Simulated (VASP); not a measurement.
Input of a VASP 6.6.1 run:

INCAR

```
SYSTEM = AlSn4
ALGO = Fast
EDIFF = 1E-6
EDIFFG = -0.01
ENCUT = 600
GGA = PE
IBRION = 2
ISIF = 3
ISMEAR = 0
LASPH = .True.
LCHARG = .False.
LREAL = .False.
LWAVE = .False.
NELM = 100
NSW = 100
PREC = Accurate
SIGMA = 0.1
```

The input KPOINTS:

```
k-points
0
Gamma
  6 6 8
  0 0 0
```

File POSCAR:

```
AlSn4
1.0
    6.4134921536      0.0000000000      0.0000000000
   -3.2067460768      5.5542471320      0.0000000000
    0.0000000000      0.0000000000      5.2650754082
Al Sn
1 4
Direct
    0.0000000000      0.0000000000      0.0000000000
    0.5000000000      0.0000000000      0.5000000000
    0.0000000000      0.5000000000      0.5000000000
    0.5000000000      0.5000000000      0.5000000000
    0.0000000000      0.0000000000      0.5000000000
```

Potentials or basis: VASP PAW PBE potentials, release 64 (Al, Sn_d).

Command:

```console
$ cat potpaw_PBE.64/Al/POTCAR potpaw_PBE.64/Sn_d/POTCAR > POTCAR
$ mpirun -np 1 vasp_std > vasp.out
```

(1) What does it give for the band gap on the k mesh?

(2) Estimate the relaxed volume.

(3) What does it give for the space group after relaxing (to 0.1 Å)?

## Answers

(1) zero (an odd number of electrons rules out a gap without spin polarisation).

(2) 38.54 Å³/atom.

(3) P6/mmm (No. 191).

Caveat: spin-orbit coupling is left out, which moves the levels of the heavy elements.
